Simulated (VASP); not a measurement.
Write the native input for VASP 6.6.1 that does the following.

```yaml
Task: electric field gradients
Functional: PBE
Potentials_or_basis: VASP PAW PBE potentials, release 64 (Mg, Se)
Cutoff: 520 eV
k_mesh: 2 × 2 × 2
Occupations: fermi-dirac, width 0.02 eV
Spin: no spin polarisation
Dipole_correction: no
Further_INCAR_settings: ALGO = Normal; EDIFF = 1e-08; NBANDS = 11
```

The structure of MgSe lies in POSCAR:

```
MgSe
1.0
    0.0000000000      2.7255000000      2.7255000000
    2.7255000000      0.0000000000      2.7255000000
    2.7255000000      2.7255000000      0.0000000000
Mg Se
1 1
Direct
    0.0000000000      0.0000000000      0.0000000000
    0.5000000000      0.5000000000      0.5000000000
```

One way to write it, as run:

INCAR

```
PREC = Accurate
ENCUT = 520
EDIFF = 1E-8
ISMEAR = -1
SIGMA = 0.02
LREAL = F
LASPH = T
NELM = 120
ALGO = Normal
ISIF = 2
LWAVE = F
LCHARG = F
GGA = PE
LEFG = T
NBANDS = 11
GGA_COMPAT = F
```

KPOINTS

```
regular mesh
0
Gamma
  2 2 2
```

Potentials or basis: VASP PAW PBE potentials, release 64 (Mg, Se).

The run is started by

```console
$ cat potpaw_PBE.64/Mg/POTCAR potpaw_PBE.64/Se/POTCAR > POTCAR
$ mpirun -np 1 vasp_std > vasp.out
```

Results of the run:

```json
{
  "Pressure": "8.7 GPa",
  "Band gap on the k mesh": "1.45 eV, indirect (least direct gap 2.46 eV)"
}
```

Caveat: the k points lie up to 1.00 Å⁻¹ apart; without QUAD_EFG the Cq values of the log hold for a quadrupole moment of 1 mb, not for the nuclei.

Run time: 4.7 s on 1 thread of Intel(R) Xeon(R) Platinum 8488C (Sapphire Rapids), with other jobs on the host, peak memory 0.15 GiB.
